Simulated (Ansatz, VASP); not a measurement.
Two plane-wave programs on Mg

```xyz
3
Lattice="5.0808 0.0000 0.0000 -2.5404 4.4001 0.0000 0.0000 0.0000 3.0818" Properties=species:S:1:pos:R:3 pbc="T T T"
Mg    2.5404    4.4001    0.0000
Mg    0.0000    2.9334    1.5409
Mg    2.5404    1.4667    1.5409
```

Alike in both runs: task single point; functional revPBE; k mesh 8 × 8 × 11; occupations fermi-dirac, width 0.1 eV; no spin polarisation.

|  | VASP | Ansatz |
| --- | --- | --- |
| version | VASP 6.6.1 | Ansatz 0.2.0 |
| potentials or method | VASP PAW PBE potentials, release 64 (Mg), cutoff 600 eV | plane waves (420 eV) with PAW, scalar-relativistic |
| valence electrons in the cell | 6 | 30 |

```tsv
	VASP	Ansatz	Ansatz less VASP
pressure (GPa)	1.2	1.4	+0.18
traceless stress, the component that is largest in VASP (GPa)	0.16	0.16	-0.001
```

VASP's potentials were made for PBE, not for revPBE. VASP's potentials hold 6 valence electrons a cell and Ansatz's 30, so a difference there can come from the potentials and not from the codes.
